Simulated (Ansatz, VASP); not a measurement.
One calculation of HCl, two programs

```
Cl H
1.0
     7.41686    0.00000    0.00000
     0.00000    7.41686    0.00000
     0.00000    0.00000    7.41686
Cl H
10 10
Direct
  0.29736 0.09867 0.37525
  0.09051 0.54358 0.36877
  0.69784 0.29783 0.34053
  0.43723 0.24650 0.90080
  0.68925 0.78791 0.15440
  0.82378 0.50459 0.80974
  0.22664 0.72780 0.96939
  0.47936 0.69968 0.56272
  0.99735 0.14121 0.01485
  0.90795 0.94144 0.60562
  0.37898 0.97065 0.46442
  0.13024 0.60722 0.20608
  0.84848 0.39063 0.34695
  0.40044 0.18550 0.06060
  0.73274 0.66269 0.03504
  0.70405 0.59268 0.71349
  0.12864 0.87461 0.98616
  0.56318 0.69193 0.40630
  0.87538 0.14443 0.14268
  0.97572 0.81519 0.50434
```

Alike in both runs: functional PBE; k mesh 1 × 1 × 1; occupations fermi-dirac, width 0.05 eV; no spin polarisation.

Ansatz relaxed the structure, and its values are those at the end. VASP's run is a single point on that final structure, the one shown.

```csv
,VASP,Ansatz
version,VASP 6.6.1,Ansatz 0.2.0
potentials or method,"VASP PAW PBE potentials, release 64 (Cl, H), cutoff 520 eV","scalar-relativistic, plane waves, PAW"
valence electrons in the cell,80,80
```

```csv
,VASP,Ansatz,Ansatz less VASP
gap on the k mesh at the Fermi level (eV),5.46,5.43,-0.032
rms of the force components (eV/Å),0.079,0.024,-0.0552
```
